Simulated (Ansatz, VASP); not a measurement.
Two plane-wave programs on MoS2

```
CELL_PARAMETERS angstrom
3.07783 0.00000 0.00000
-1.53891 2.66548 0.00000
0.00000 0.00000 12.60265
ATOMIC_POSITIONS crystal
Mo 0.33333 0.66667 0.25000
Mo 0.66667 0.33333 0.75000
S 0.66667 0.33333 0.37601
S 0.66667 0.33333 0.12399
S 0.33333 0.66667 0.87601
S 0.33333 0.66667 0.62399
```

Change from the starting cell: epitaxial_xy strain -3.0%.

Alike in both runs: task single point; functional r2SCAN; k mesh 12 × 12 × 2; no spin polarisation.

|  | VASP | Ansatz |
| --- | --- | --- |
| version | VASP 6.6.1 | Ansatz 0.2.0 |
| potentials or method | VASP PAW PBE potentials, release 64 (Mo_sv, S) | plane waves, PAW |
| plane-wave cutoff (eV) | 520 | 500 |
| occupations | gaussian, width 0.01 eV | fixed |
| valence electrons in the cell | 52 | 52 |

Ansatz gave:

* gap on the k mesh at the Fermi level (eV): 1.20
* pressure (GPa): 7.6
* traceless stress, the component that is largest in VASP (GPa): -6.52
* rms of the force components (eV/Å): 0.026

**Question.** Estimate VASP's values.

**Answer.** gap on the k mesh at the Fermi level (eV): 1.21; pressure (GPa): 7.7; traceless stress, the component that is largest in VASP (GPa): -6.58; rms of the force components (eV/Å): 0.024.

VASP's potentials were made for PBE, not for r2SCAN. Atom by atom the forces differ by 0.003 eV/Å (rms over components).
